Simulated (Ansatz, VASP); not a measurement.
Two plane-wave programs on Zr

```
Zr
1.0
     3.32896    0.00000    0.00000
    -1.66448    2.79899    0.00000
     0.00000    0.00000    5.14700
Zr
2
Direct
  0.33333 0.66667 0.25000
  0.66667 0.33333 0.75000
```

Change from the starting cell: strain +0.0300 x Voigt [1, 0, 0, 0, 0, 0], atoms carried along.

Alike in both runs: task single point; functional PBE; k mesh 18 × 18 × 10; occupations gaussian, width 0.15 eV; no spin polarisation.

|  | VASP | Ansatz |
| --- | --- | --- |
| version | VASP 6.6.1 | Ansatz 0.2.0 |
| potentials or method | VASP PAW PBE potentials, release 64 (Zr_sv), cutoff 520 eV | scalar-relativistic, plane waves, PAW |
| valence electrons in the cell | 24 | 24 |

|  | VASP | Ansatz | Ansatz less VASP |
| --- | --- | --- | --- |
| gap on the k mesh at the Fermi level (eV) | none | none | - |
| pressure (GPa) | -2.1 | -2.2 | 0.00 |
| traceless stress, the component that is largest in VASP (GPa) | -1.74 | -1.74 | +0.002 |
| rms of the force components (eV/Å) | 0.036 | 0.036 | +0.0002 |

Atom by atom the forces differ by 0.000 eV/Å (rms over components). A gap of «none» marks a metal or a gap that the smearing closes.
